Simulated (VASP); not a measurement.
Write the native input for VASP 6.6.1 that does the following.

```
Task                   : single point
Functional             : PBE
Potentials or basis    : VASP PAW PBE potentials, release 64 (Sn_d, Te)
Cutoff                 : 520 eV
k mesh                 : 10 × 10 × 10
Occupations            : gaussian, width 0.03 eV
Spin                   : no spin polarisation
Dipole correction      : no
Further INCAR settings : ALGO = Normal; EDIFF = 1e-06; NBANDS = 17
```

The structure of SnTe lies in POSCAR:

```
SnTe
1.0
    0.0000000000      3.2827600000      3.1565000000
    3.2827600000      0.0000000000      3.1565000000
    3.2827600000      3.2827600000      0.0000000000
Sn Te
1 1
Direct
    0.0000000000      0.0000000000      0.0000000000
    0.5000000000      0.5000000000      0.5000000000
```

This cell differs from its parent crystal: strain +0.0400 x Voigt [1, 1, 0, 0, 0, 0].

The input as run:

INCAR

```
ALGO     = Normal         # electronic algorithm
EDIFF    = 1E-6           # SCF threshold, eV
ENCUT    = 520            # plane-wave cutoff, eV
GGA      = PE             # functional
ISIF     = 2              # what is computed and relaxed
ISMEAR   = 0              # smearing method
LASPH    = True           # aspherical terms in the spheres
LCHARG   = True           # write CHGCAR
LELF     = True           # ELF
LREAL    = False          # projectors in reciprocal space
LVHAR    = True         
LWAVE    = False          # write WAVECAR
NBANDS   = 17             # bands
NELM     = 60             # most SCF steps
PREC     = Accurate       # precision mode
SIGMA    = 0.03           # smearing width, eV
```

KPOINTS

```
k-points
0
Gamma
  10 10 10
```

Potentials or basis: VASP PAW PBE potentials, release 64 (Sn_d, Te).

The run is started by

```bash
$ cat potpaw_PBE.64/Sn_d/POTCAR potpaw_PBE.64/Te/POTCAR > POTCAR
$ mpirun -np 1 vasp_std > vasp.out
```

It gave:

| Item | Value |
| --- | --- |
| Pressure | -1.1 GPa |
| Band gap on the k mesh | 0.07 eV |

Caveat: the cell differs from its parent crystal (strain +0.0400 x Voigt [1, 1, 0, 0, 0, 0]); spin-orbit coupling is left out, which moves the levels of the heavy elements.

Wall time 78 s on 1 thread of AMD EPYC 9R45 96-Core Processor (Zen 5), with other jobs on the host, peak memory 0.25 GiB.
